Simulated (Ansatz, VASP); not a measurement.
# Al: VASP beside Ansatz

```
Al
1.0
     0.00000    2.00801    2.00801
     2.00801    0.00000    2.00801
     2.00801    2.00801    0.00000
Al
1
Direct
  0.00000 0.00000 0.00000
```

Alike in both runs: functional PBEsol; k mesh 46 × 46 × 46; occupations gaussian, width 0.3 eV; no spin polarisation.

Ansatz relaxed the structure, and its values are those at the end. VASP's run is a single point on that final structure, the one shown.

|  | VASP | Ansatz |
| --- | --- | --- |
| version | VASP 6.6.1 | Ansatz 0.2.0 |
| potentials or method | VASP PAW PBE potentials, release 64 (Al) | scalar-relativistic, plane waves, PAW |
| plane-wave cutoff (eV) | 520 | 420 |
| valence electrons in the cell | 3 | 3 |

|  | VASP | Ansatz | Ansatz less VASP |
| --- | --- | --- | --- |
| gap on the k mesh at the Fermi level (eV) | none | none | - |
| pressure (GPa) | 0.0 | 0.0 | -0.06 |

VASP's potentials were made for PBE, not for PBEsol. A gap of «none» marks a metal or a gap that the smearing closes.
